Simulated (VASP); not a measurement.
The system is BAs.

```
B As
1.0
     0.00000    2.32011    2.42497
     2.32011    0.00000    2.42497
     2.32011    2.32011    0.00000
B As
1 1
Direct
  0.00000 0.00000 0.00000
  0.25000 0.25000 0.25000
```

This cell differs from its parent crystal: epitaxial xy strain -3.0%.

Base run:

| Property | Result |
| --- | --- |
| Program | VASP 6.6.1 |
| Functional | PBE |
| Potentials or basis | VASP PAW PBE potentials, release 64 (B, As) |
| Cutoff | 500 eV |
| k mesh | 6 × 6 × 6 |
| Occupations | gaussian, width 0.01 eV |
| Spin | no spin polarisation |

Its results: band gap on the k mesh 0.90 eV, indirect (least direct gap 3.09 eV); pressure 10.3 GPa.

**Question.** The run is repeated on the same cell with these changes: functional from PBE to r2SCAN; cutoff from 500 eV to 550 eV; k mesh from 6 × 6 × 6 to 10 × 10 × 10. What comes out?

**Answer.** Band gap on the k mesh 0.96 eV, indirect (least direct gap 3.24 eV); pressure 7.7 GPa.

Several settings changed at once, so the effect can't be laid on one alone.

Caveats: the PAW data sets were made with another functional, which shifts forces and pressure a little (some runs).

A k mesh can miss the band edges.
